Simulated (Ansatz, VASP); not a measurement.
**NaCl in VASP and in Ansatz**

The input POSCAR:

```
NaCl
1.0
    0.0000000000      2.8026988303      2.8026988303
    2.8026988303      0.0000000000      2.8026988303
    2.8026988303      2.8026988303      0.0000000000
Na Cl
1 1
Direct
    0.0000000000      0.0000000000      0.0000000000
    0.5000000000      0.5000000000      0.5000000000
```

File INCAR.step1:

```
SYSTEM = NaCl
PREC = Accurate
ENCUT = 520
EDIFF = 1E-5
ISMEAR = 0
SIGMA = 0.01
LREAL = .False.
LASPH = .True.
NELM = 60
ALGO = Normal
ISIF = 2
LWAVE = .True.
LCHARG = .False.
NBANDS = 14
GGA = PE
```

INCAR.step2

```
SYSTEM = NaCl
PREC = Accurate
ENCUT = 520
EDIFF = 1E-6
ISMEAR = 0
SIGMA = 0.01
LREAL = .False.
LASPH = .True.
NELM = 60
ALGO = Normal
ISIF = 2
LWAVE = .False.
LCHARG = .False.
GGA = PE
LHFCALC = .True.
AEXX = 0.2
HFSCREEN = 0.1
PRECFOCK = Normal
NBANDS = 14
ISTART = 1
```

The input KPOINTS:

```
regular mesh
0
Gamma
  4 4 4
  0 0 0
```

Input for Ansatz:

```yaml
crystal:
  lattice:
    - [0.0, 2.8026988303, 2.8026988303]
    - [2.8026988303, 0.0, 2.8026988303]
    - [2.8026988303, 2.8026988303, 0.0]
  atoms:
    - { symbol: Na, position: [0.0, 0.0, 0.0] }
    - { symbol: Cl, position: [0.5, 0.5, 0.5] }
kpoints:
  mp_grid: { grid: [4, 4, 4] }
hamiltonian:
  xc: { exchange: pbe, correlation: pbe, exx: { coeff: 0.2, omega: 0.1 } }
scf:
  occupations: { method: fixed }
  n_extra_bands: 4
output:
  forces: true
  stress: true
  eigenvalues: true
```

Alike in both runs: task single point; functional PBE-based screened hybrid; k mesh 4 × 4 × 4; no spin polarisation.

```csv
,VASP,Ansatz
version,VASP 6.6.1,Ansatz 0.2.0
potentials or method,"VASP PAW PBE potentials, release 64 (Na_pv, Cl)",plane waves
plane-wave cutoff (eV),520,420
occupations,"gaussian, width 0.01 eV",fixed
valence electrons in the cell,14,16
```

Ansatz gave:

```
gap on the k mesh at the Fermi level (eV) : 6.56
pressure (GPa)                            : 0.8
```

Q: Which values does VASP return?

A: gap on the k mesh at the Fermi level (eV): 6.57; pressure (GPa): 0.8.

VASP's potentials were made for PBE, not for PBE-based screened hybrid. VASP's potentials hold 14 valence electrons a cell and Ansatz's 16, so a difference there can come from the potentials and not from the codes. Ansatz's warnings: stress exchange threshold loose, stress scf threshold loose.

The k mesh is coarse, so the values compare programs but aren't converged.
